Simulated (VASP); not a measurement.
Write the native input for VASP 6.6.1 that does the following.

```
Task                   : single point
Functional             : PBE
Potentials or basis    : VASP PAW PBE potentials, release 64 (Al, N)
Cutoff                 : 520 eV
k mesh                 : 10 × 10 × 10
Occupations            : gaussian, width 0.05 eV
Spin                   : no spin polarisation
Dipole correction      : no
Further INCAR settings : ALGO = Normal; EDIFF = 1e-07; NBANDS = 11
```

The structure of AlN lies in POSCAR:

```
AlN
1.0
    0.0000000000      2.2015871044      2.2015871044
    2.2015871044      0.0000000000      2.2015871044
    2.2015871044      2.2015871044      0.0000000000
Al N
1 1
Direct
    0.0000000000      0.0000000000      0.0000000000
    0.7500000000      0.7500000000      0.7500000000
```

These files were run (other wordings do the same):

INCAR

```
SYSTEM = AlN
  PREC = Accurate
  ENCUT = 520
  EDIFF = 1E-7
  ISMEAR = 0
  SIGMA = 0.05
  LREAL = .False.
  LASPH = .True.
  NELM = 60
  ALGO = Normal
  ISIF = 2
  LWAVE = .False.
  LCHARG = .False.
  GGA = PE
  NBANDS = 11
```

KPOINTS

```
regular mesh
0
Gamma
  10 10 10
  0 0 0
```

Potentials or basis: VASP PAW PBE potentials, release 64 (Al, N).

Launch:

```console
$ cat potpaw_PBE.64/Al/POTCAR potpaw_PBE.64/N/POTCAR > POTCAR
$ mpirun -np 1 vasp_std > vasp.out
```

It gave:

| Quantity | Value |
| --- | --- |
| Pressure | -0.3 GPa |
| Band gap on the k mesh | 3.31 eV, indirect (least direct gap 3.98 eV) |

It took 7.5 s on 1 thread of Intel(R) Xeon(R) Platinum 8488C (Sapphire Rapids) (shared host), peak memory 0.13 GiB.
